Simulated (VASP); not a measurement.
# GaAs in VASP: a series of runs

Runs on GaAs. Level: PBE. Tasks: single point.

Program: VASP 6.6.1. These are calculated values, not measurements. Logs are shortened: lines on timing, memory, paths and dates and some standing lists are left out, and cuts for length are marked.

## 1. The cell of the first run

The cell holds a slab with vacuum, 4 atoms: a = 4.063 Å, b = 4.063 Å, c = 19.672 Å, α = 90.00°, β = 90.00°, γ = 120.00°.

## 2. Single point, PBE

INCAR reads:

```
ALGO = Normal
DIPOL = 0.5 0.5 0.312
EDIFF = 1E-6
ENCUT = 400
GGA = PE
GGA_COMPAT = F
IDIPOL = 3
ISIF = 2
ISMEAR = 0
LASPH = T
LCHARG = F
LDIPOL = T
LREAL = F
LWAVE = F
NBANDS = 26
NELM = 120
NELMDL = -8
PREC = Accurate
SIGMA = 0.05
```

KPOINTS reads:

```
k-points
0
Gamma
  14 14 1
```

POSCAR reads:

```
GaAs
1.0
    4.0629609260      0.0000000000      0.0000000000
   -2.0314804630      3.5186273765      0.0000000000
    0.0000000000      0.0000000000     19.6715433583
As Ga
2 2
Direct
    0.0000000000      0.0000000000      0.2033394090
    0.3333333333      0.6666666667      0.3841855388
    0.3333333333      0.6666666667      0.2454992137
    0.6666666667      0.3333333333      0.4153991992
```

Potentials or basis: VASP PAW PBE potentials, release 64 (As, Ga_d).

Run with:

```bash
$ cat potpaw_PBE.64/As/POTCAR potpaw_PBE.64/Ga_d/POTCAR > POTCAR
$ mpirun -np 1 vasp_std > vasp.out
```

OUTCAR:

```text
EDIFF = 1E-6
   ENCUT = 400
   GGA = PE
   ISIF = 2
   ISMEAR = 0
   LASPH = T
   LREAL = F
   NELM = 120
   NELMDL = -8
   PREC = Accurate

 ion  position               nearest neighbor table
   1  0.000  0.000  0.203-   3 2.49   3 2.49   3 2.49
   2  0.333  0.667  0.384-   4 2.42   4 2.42   4 2.42   3 2.73
   3  0.333  0.667  0.245-   1 2.49   1 2.49   1 2.49   2 2.73
   4  0.667  0.333  0.415-   2 2.42   2 2.42   2 2.42

  LATTYP: Found a hexagonal cell.
 ALAT       =     4.0629609260
 C/A-ratio  =     4.8416767270

  Lattice vectors:

 A1 = (   4.0629609260,   0.0000000000,   0.0000000000)
 A2 = (  -2.0314804630,   3.5186273765,   0.0000000000)
 A3 = (   0.0000000000,   0.0000000000,  19.6715433583)

Analysis of symmetry for initial positions (statically):
=====================================================================
 Subroutine PRICEL returns:
 Original cell was already a primitive cell.

 Routine SETGRP: Setting up the symmetry group for a
 hexagonal supercell.

 Subroutine GETGRP returns: Found  6 space group operations
 (whereof  6 operations were pure point group operations)
 out of a pool of 24 trial point group operations.

The static configuration has the point symmetry C_3v.

Analysis of symmetry for dynamics (positions and initial velocities):
=====================================================================
 Subroutine PRICEL returns:
 Original cell was already a primitive cell.

 Routine SETGRP: Setting up the symmetry group for a
 hexagonal supercell.

 Subroutine GETGRP returns: Found  6 space group operations
 (whereof  6 operations were pure point group operations)
 out of a pool of 24 trial point group operations.

The dynamic configuration has the point symmetry C_3v.

 Subroutine INISYM returns: Found  6 space group operations
 (whereof  6 operations are pure point group operations),
 and found     1 'primitive' translations

----------------------------------------------------------------------------------------

                                     Primitive cell

  volume of cell :     281.2253

  direct lattice vectors                    reciprocal lattice vectors
     4.062960926  0.000000000  0.000000000     0.246125921  0.142100867  0.000000000
    -2.031480463  3.518627377  0.000000000     0.000000000  0.284201734  0.000000000
     0.000000000  0.000000000 19.671543358     0.000000000  0.000000000  0.050834852

  length of vectors
     4.062960926  4.062960926 19.671543358     0.284201734  0.284201734  0.050834852

  position of ions in fractional coordinates (direct lattice)
     0.000000000  0.000000000  0.203339409
     0.333333333  0.666666667  0.384185539
     0.333333333  0.666666667  0.245499214
     0.666666667  0.333333333  0.415399199

  ion indices of the primitive-cell ions
   primitive index   ion index
                 1           1
                 2           2
                 3           3
                 4           4

----------------------------------------------------------------------------------------

 KPOINTS: k-points

Automatic generation of k-mesh.
 Grid dimensions read from file:
 generate k-points for:   14   14    1

 Generating k-lattice:

  Cartesian coordinates                     Fractional coordinates (reciprocal lattice)
     0.017580423  0.010150062  0.000000000     0.071428571  0.000000000  0.000000000
     0.000000000  0.020300124  0.000000000     0.000000000  0.071428571  0.000000000
     0.000000000  0.000000000  0.050834852     0.000000000  0.000000000  1.000000000

  Length of vectors
     0.020300124  0.020300124  0.050834852

  Shift w.r.t. Gamma in fractional coordinates (k-lattice)
     0.000000000  0.000000000  0.000000000

 Subroutine IBZKPT returns following result:
 ===========================================

 Found     24 irreducible k-points:

 Following reciprocal coordinates:
            Coordinates               Weight
  0.000000  0.000000  0.000000      1.000000
  0.071429  0.000000  0.000000      6.000000
  0.142857  0.000000  0.000000      6.000000
  0.214286 -0.000000  0.000000      6.000000
  0.285714  0.000000  0.000000      6.000000
  0.357143  0.000000  0.000000      6.000000
[... 16 lines left out ...]
  0.285714  0.285714  0.000000      6.000000
  0.357143  0.285714  0.000000      6.000000
   k-points           NKPTS =     24   k-points in BZ     NKDIM =     24   number of bands    NBANDS=     26
   number of dos      NEDOS =    301   number of ions     NIONS =      4
   total plane-waves  NPLWV = 100352
   dimension x,y,z NGX =    28 NGY =   28 NGZ =  128
   dimension x,y,z NGXF=    56 NGYF=   56 NGZF=  256
   ions per type =               2   2
   NGX,Y,Z   is equivalent  to a cutoff of  11.46, 11.46, 10.82 a.u.
   NGXF,Y,Z  is equivalent  to a cutoff of  22.91, 22.91, 21.63 a.u.
 SYSTEM =  unknown system
   PREC   = accura    normal or accurate (medium, high low for compatibility)
   ISTART =      0    job   : 0-new  1-cont  2-samecut
   ICHARG =      2    charge: 1-file 2-atom 10-const
   ISPIN  =      1    spin polarized calculation?
   LNONCOLLINEAR =      F non collinear calculations
   LSORBIT =      F    spin-orbit coupling
   LASPH  =      T    aspherical Exc in radial PAW
   ENCUT  =  400.0 eV  29.40 Ry    5.42 a.u.   6.63  6.63 32.08*2*pi/ulx,y,z
   NELM   =    120;   NELMIN=  2; NELMDL= -8     # of ELM steps
   EDIFF  = 0.1E-05   stopping-criterion for ELM
   LREAL  =      F    real-space projection
   EDIFFG = 0.1E-04   stopping-criterion for IOM
   NSW    =      0    number of steps for IOM
   IBRION =     -1    ionic relax: 0-MD 1-quasi-New 2-CG
   NFREE  =      0    steps in history (QN), initial steepest desc. (CG)
   ISIF   =      2    stress and relaxation
   ISYM   =      2    0-nonsym 1-usesym 2-fastsym
   POTIM  = 0.5000    time-step for ionic-motion
   TEBEG  =    0.0;   TEEND  =   0.0 temperature during run
   PSTRESS=    0.0 pullay stress
   NELECT =      36.0000    total number of electrons
   NUPDOWN=      -1.0000    fix difference up-down
   EMIN   =  10.00;   EMAX   =-10.00  energy-range for DOS
   EFERMI =   0.00;   METHOD = LEGACY
   ISMEAR =     0;   SIGMA  =   0.05  broadening in eV -4-tet -1-fermi 0-gaus
   EFERMI_NEDOS =   21; number of points for ismear=-14 and -15
   IALGO  =     38    algorithm
   IMIX   =      4    mixing-type and parameters
     AMIX     =   0.40;   BMIX     =  1.00
     AMIX_MAG =   1.60;   BMIX_MAG =  1.00
  volume/ion in A,a.u.               =      70.31       474.45
  Fermi-wavevector in a.u.,A,eV,Ry     =   0.825070  1.559157  9.262040  0.680741
  Thomas-Fermi vector in A             =   1.936865
   LORBIT       =      0    0 simple, 1 ext, 2 COOP (PROOUT), +10 PAW based schemes
   GGA     = PE    functional components
   LHFCALC =     F    Hartree Fock is set to
   AEXX    =    0.0000 exact exchange contribution
   IVDW    =     0    specifies the selected vdW correction
   LEPSILON=     F    determine dielectric tensor
   LRPA    =     F    only Hartree local field effects (RPA)
 non-spin polarized calculation
 Gauss-broadening in eV      SIGMA  =   0.05
  energy-cutoff  :      400.00
  volume of cell :      281.23
 maximum number of plane-waves:      5163
 NGX is ok and might be reduce to    28
   NGX = 13   NGY = 13   NGZ = 65

 number of electron      35.9999996 magnetization

 dipolmoment           0.000000      0.000000     -0.165018 electrons x Angstroem

 Free energy of the ion-electron system (eV)
  ---------------------------------------------------
  ext. energy  EPLUGINS =         0.00000000
  ---------------------------------------------------
  free energy    TOTEN  =       -15.13571827 eV

  energy without entropy =      -15.13540203  energy(sigma->0) =      -15.13556015

 E-fermi :  -1.5548     XC(G=0):  -3.8796

 val. band max:       -1.5559986068   @ k =   0.0000   0.0000   0.0000
 cond. band min:      -1.4071128153   @ k =   0.3571   0.2857   0.0000
 fundamental gap:      0.1488857915
 Fermi energy:        -1.5548101422

 k-point     1 :       0.0000    0.0000    0.0000
  band No.  band energies     occupation
      1     -17.5182      2.00000
      2     -17.4290      2.00000
      3     -17.4290      2.00000
      4     -17.3696      2.00000
      5     -17.3696      2.00000
      6     -16.0878      2.00000
[... 18 lines left out ...]
     25       3.0536      0.00000
     26       3.1869      0.00000

 k-point     2 :       0.0714    0.0000    0.0000
  band No.  band energies     occupation
      1     -17.5168      2.00000
      2     -17.4306      2.00000
      3     -17.4287      2.00000
      4     -17.3703      2.00000
      5     -17.3683      2.00000
      6     -16.0866      2.00000
[... 18 lines left out ...]
     25       2.9848      0.00000
     26       3.1439      0.00000

 k-point     3 :       0.1429    0.0000    0.0000
  band No.  band energies     occupation
      1     -17.5134      2.00000
      2     -17.4348      2.00000
      3     -17.4279      2.00000
      4     -17.3723      2.00000
      5     -17.3646      2.00000
      6     -16.0832      2.00000
[... 18 lines left out ...]
     25       2.8655      0.00000
     26       3.3375      0.00000

 k-point     4 :       0.2143   -0.0000    0.0000
  band No.  band energies     occupation
      1     -17.5092      2.00000
      2     -17.4400      2.00000
      3     -17.4270      2.00000
      4     -17.3750      2.00000
      5     -17.3590      2.00000
      6     -16.0787      2.00000
[... 18 lines left out ...]
     25       3.1334      0.00000
     26       3.6085      0.00000

 k-point     5 :       0.2857    0.0000    0.0000
  band No.  band energies     occupation
      1     -17.5061      2.00000
      2     -17.4446      2.00000
      3     -17.4263      2.00000
      4     -17.3780      2.00000
      5     -17.3524      2.00000
      6     -16.0744      2.00000
[... 18 lines left out ...]
     25       3.7266      0.00000
     26       3.9543      0.00000

 k-point     6 :       0.3571    0.0000    0.0000
  band No.  band energies     occupation
      1     -17.5050      2.00000
      2     -17.4472      2.00000
      3     -17.4259      2.00000
      4     -17.3806      2.00000
      5     -17.3462      2.00000
      6     -16.0713      2.00000
[... 427 lines left out ...]
 k-point    21 :       0.2857    0.2143    0.0000
  band No.  band energies     occupation
      1     -17.4993      2.00000
      2     -17.4501      2.00000
      3     -17.4280      2.00000
      4     -17.3805      2.00000
      5     -17.3451      2.00000
      6     -16.0652      2.00000
[... 18 lines left out ...]
     25       3.7629      0.00000
     26       4.2175      0.00000

 k-point    22 :       0.3571    0.2143    0.0000
  band No.  band energies     occupation
      1     -17.4985      2.00000
      2     -17.4504      2.00000
      3     -17.4283      2.00000
      4     -17.3810      2.00000
      5     -17.3437      2.00000
      6     -16.0634      2.00000
[... 18 lines left out ...]
     25       4.0332      0.00000
     26       4.7728      0.00000

 k-point    23 :       0.2857    0.2857    0.0000
  band No.  band energies     occupation
      1     -17.4972      2.00000
      2     -17.4510      2.00000
      3     -17.4288      2.00000
      4     -17.3806      2.00000
      5     -17.3445      2.00000
      6     -16.0621      2.00000
[... 18 lines left out ...]
     25       4.2409      0.00000
     26       4.5373      0.00000

 k-point    24 :       0.3571    0.2857    0.0000
  band No.  band energies     occupation
      1     -17.4963      2.00000
      2     -17.4512      2.00000
      3     -17.4290      2.00000
      4     -17.3806      2.00000
      5     -17.3444      2.00000
      6     -16.0607      2.00000
[... 18 lines left out ...]
     25       4.5721      0.00000
     26       4.7777      0.00000

------------------------ aborting loop because EDIFF is reached ----------------------------------------

 vacuum level on the upper side and lower side of the slab       (xc-potential included)        -1.045         0.905

  FORCE on cell =-STRESS in cart. coord.  units (eV):
  Direction    XX          YY          ZZ          XY          YZ          ZX
  --------------------------------------------------------------------------------------
  -------------------------------------------------------------------------------------
  Total       -0.3400428     -0.3400428     -0.5339327      0.0000000      0.0000000      0.0000000
  in kB       -1.9372684     -1.9372684     -3.0418849      0.0000000      0.0000000      0.0000000
  external PRESSURE =      -2.3054739 kB  Pullay stress =       0.0000000 kB

 VOLUME and BASIS-vectors are now :
 -----------------------------------------------------------------------------
  energy-cutoff  :      400.00
  volume of cell :      281.23
      direct lattice vectors                 reciprocal lattice vectors
     4.062960926  0.000000000  0.000000000     0.246125921  0.142100867  0.000000000
    -2.031480463  3.518627377  0.000000000     0.000000000  0.284201734  0.000000000
     0.000000000  0.000000000 19.671543358     0.000000000  0.000000000  0.050834852

 POSITION                                       TOTAL-FORCE (eV/Angst)
 -----------------------------------------------------------------------------------
      0.00000      0.00000      4.00000        -0.000000      0.000000      0.539742
     -0.00000      2.34575      7.55752        -0.000000      0.000000     -0.085101
     -0.00000      2.34575      4.82935        -0.000000     -0.000000     -0.529659
      2.03148      1.17288      8.17154         0.000000      0.000000      0.075019
 -----------------------------------------------------------------------------------
    total drift:                               -0.000002      0.000001     -0.000062

  FREE ENERGIE OF THE ION-ELECTRON SYSTEM (eV)
  ---------------------------------------------------
  free  energy   TOTEN  =       -15.1357182694 eV

  energy  without entropy=      -15.1354020321  energy(sigma->0) =      -15.13556015

 vacuum level on the upper side and lower side of the slab         1.685         3.732
```

It took 2.2 min on 1 thread of Intel Xeon 6975P-C (Granite Rapids), shared host; peak memory 0.36 GiB.

Results:

```yaml
Free_energy: -15.1357 eV
Largest_force: 0.540 eV/Å
Band_gap_on_the_k_mesh: zero (filled and empty bands touch)
```

Forces in eV/Å, atoms in the order of the input:
```
As   0.000  0.000  0.540
As   0.000  0.000 -0.085
Ga   0.000  0.000 -0.530
Ga   0.000  0.000  0.075
```

## 3. Single point, PBE

This run uses another cell than the first one.

INCAR reads:

```
PREC = Accurate ; ENCUT = 520
EDIFF = 1E-6 ; ISMEAR = 0
SIGMA = 0.05 ; LREAL = F
LASPH = T ; NELM = 100
ALGO = Normal ; ISIF = 2
LWAVE = F ; LCHARG = F
LDIPOL = T ; IDIPOL = 3
DIPOL = 0.5 0.5 0.504 ; GGA = PE
NBANDS = 26
```

KPOINTS reads:

```
regular mesh
0
Gamma
  9 9 1
```

POSCAR reads:

```
GaAs
1.0
    4.0629609260      0.0000000000      0.0000000000
   -2.0314804630      3.5186273765      0.0000000000
    0.0000000000      0.0000000000     18.1467421306
As Ga
2 2
Direct
    0.0000000000      0.0000000000      0.3857441710
    0.3333333333      0.6666666667      0.5817861079
    0.3333333333      0.6666666667      0.4314465026
    0.6666666667      0.3333333333      0.6156225315
```

Potentials or basis: VASP PAW PBE potentials, release 64 (As, Ga_d).

Run with:

```bash
$ cat potpaw_PBE.64/As/POTCAR potpaw_PBE.64/Ga_d/POTCAR > POTCAR
$ mpirun -np 1 vasp_std > vasp.out
```

It took 4.4 min on 1 thread of Intel Xeon 8259CL, shared host; peak memory 0.38 GiB.

The run converged. Its results:

```
Free energy            : -15.1393 eV
Largest force          : 0.493 eV/Å
Band gap on the k mesh : zero (filled and empty bands touch)
```

Forces in eV/Å, atoms in the order of the input:
```
As   0.000  0.000  0.493
As   0.000  0.000 -0.034
Ga   0.000  0.000 -0.490
Ga   0.000  0.000  0.031
```

Levels at points of the mesh, in eV from the Fermi level:
| k point | band 15 | band 16 | band 17 | band 18 | band 19 | band 20 | band 21 | band 22 |
| --- | --- | --- | --- | --- | --- | --- | --- | --- |
| (0.00, 0.00, 0.00) | -1.76 | -1.76 | -0.19 | 0.00 | 0.00 | 1.04 | 1.89 | 3.41 |
